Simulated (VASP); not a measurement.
Set up this calculation in VASP 6.6.1, as the native input.

```
Task                   : single point
Functional             : r2SCAN
Potentials or basis    : VASP PAW PBE potentials, release 64 (K_sv, I)
Cutoff                 : 520 eV
k mesh                 : 6 × 6 × 6
Occupations            : gaussian, width 0.01 eV
Spin                   : no spin polarisation
Dipole correction      : no
Further INCAR settings : ALGO = Normal; EDIFF = 1e-06; NBANDS = 15
```

KI:

```xyz
2
Lattice="0.0000 3.9659 3.9659 3.9659 0.0000 3.9659 3.9659 3.9659 0.0000" Properties=species:S:1:pos:R:3 pbc="T T T"
K     0.0000    0.0000    0.0000
I     1.9829    1.9829    1.9829
```

The input as run:

POSCAR

```
KI
1.0
    0.0000000000      3.9658942029      3.9658942029
    3.9658942029      0.0000000000      3.9658942029
    3.9658942029      3.9658942029      0.0000000000
K I
1 1
Direct
    0.0000000000      0.0000000000      0.0000000000
    0.2500000000      0.2500000000      0.2500000000
```

INCAR.step1

```
SYSTEM = KI
PREC = Accurate
ENCUT = 520
ISMEAR = 0
SIGMA = 0.01
LREAL = .FALSE.
LASPH = .TRUE.
NELM = 80
NBANDS = 15
GGA = PE
ALGO = Normal
EDIFF = 1E-4
LWAVE = .TRUE.
LCHARG = .FALSE.
```

INCAR.step2

```
SYSTEM = KI
PREC = Accurate
ENCUT = 520
EDIFF = 1E-6
ISMEAR = 0
SIGMA = 0.01
LREAL = .FALSE.
LASPH = .TRUE.
NELM = 80
ALGO = Normal
ISIF = 2
LWAVE = .FALSE.
LCHARG = .FALSE.
METAGGA = R2SCAN
LMIXTAU = .TRUE.
NBANDS = 15
ISTART = 1
```

KPOINTS

```
regular mesh
0
G
  6 6 6
  0 0 0
```

Potentials or basis: VASP PAW PBE potentials, release 64 (K_sv, I).

Launch:

```bash
$ cat potpaw_PBE.64/K_sv/POTCAR potpaw_PBE.64/I/POTCAR > POTCAR
$ cp INCAR.step1 INCAR
$ mpirun -np 1 vasp_std > vasp.out
$ cp INCAR.step2 INCAR
$ mpirun -np 1 vasp_std > vasp.out
```

It gave:

* Pressure: 0.0 GPa
* Band gap on the k mesh: 4.47 eV

Caveat: the PAW data sets were made with another functional, which shifts forces and pressure a little; spin-orbit coupling is left out, which moves the levels of the heavy elements.

Run time: 3.4 min on 1 thread of Intel(R) Xeon(R) Platinum 8175M CPU @ 2.50GHz (Skylake/Cascade Lake) (shared host), peak memory 0.29 GiB.
